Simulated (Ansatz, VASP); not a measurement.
One calculation of Ca, two programs

File INCAR:

```
SYSTEM = Ca
PREC     = Accurate       ! precision mode
ENCUT    = 600            ! plane-wave cutoff, eV
EDIFF    = 1E-7           ! SCF threshold, eV
ISMEAR   = 0              ! smearing method
SIGMA    = 0.1            ! smearing width, eV
LREAL    = .FALSE.        ! projectors in reciprocal space
LASPH    = .TRUE.         ! aspherical terms in the spheres
NELM     = 80             ! most SCF steps
ALGO     = Fast           ! electronic algorithm
ISIF     = 3              ! what is computed and relaxed
LWAVE    = .FALSE.        ! write WAVECAR
LCHARG   = .FALSE.        ! write CHGCAR
GGA      = PS             ! functional
IBRION   = 2              ! ionic algorithm
NSW      = 100            ! ionic steps
EDIFFG   = -0.005         ! ionic threshold
```

File KPOINTS:

```
Automatic mesh
0
G
  14 14 14
  0 0 0
```

Contents of POSCAR:

```
Ca
1.0
    0.0000000000      2.7942000000      2.7942000000
    2.7942000000      0.0000000000      2.7942000000
    2.7942000000      2.7942000000      0.0000000000
Ca
1
Direct
    0.0000000000      0.0000000000      0.0000000000
```

Input for Ansatz:

```yaml
crystal:
  lattice:
    - [0.0, 2.7942, 2.7942]
    - [2.7942, 0.0, 2.7942]
    - [2.7942, 2.7942, 0.0]
  atoms:
    - { symbol: Ca, position: [0.0, 0.0, 0.0] }
basis:
  ecutwfc: 420
kpoints:
  mp_grid: { grid: [14, 14, 14] }
hamiltonian:
  xc: pbesol
scf:
  occupations: { method: gaussian, width: 0.1 }
output:
  forces: true
  stress: true
  eigenvalues: true
relax:
  adjacent_minimum: "off"
  f_tol: 0.005
  max_steps: 80
  cell: { stress_tol: 0.05 }
```

Alike in both runs: task relaxation of cell and atoms; functional PBEsol; k mesh 14 × 14 × 14; occupations gaussian, width 0.1 eV; no spin polarisation.

```csv
,VASP,Ansatz
version,VASP 6.6.1,Ansatz 0.2.0
potentials or method,"VASP PAW PBE potentials, release 64 (Ca_sv), cutoff 600 eV","scalar-relativistic, plane waves, PAW"
valence electrons in the cell,10,10
```

Ansatz gave:

| Property | Result |
| --- | --- |
| gap on the k mesh at the Fermi level, each at its own relaxed structure (eV) | none |
| relaxed volume (Å³/atom) | 40.57 |
| relaxed cell length with the largest relative difference (Å) | 3.857 |

Problem. What did VASP give for the same quantities?

Solution. gap on the k mesh at the Fermi level, each at its own relaxed structure (eV): none; relaxed volume (Å³/atom): 40.64; relaxed cell length with the largest relative difference (Å): 3.859.

VASP's potentials were made for PBE, not for PBEsol. A gap of «none» marks a metal or a gap that the smearing closes.
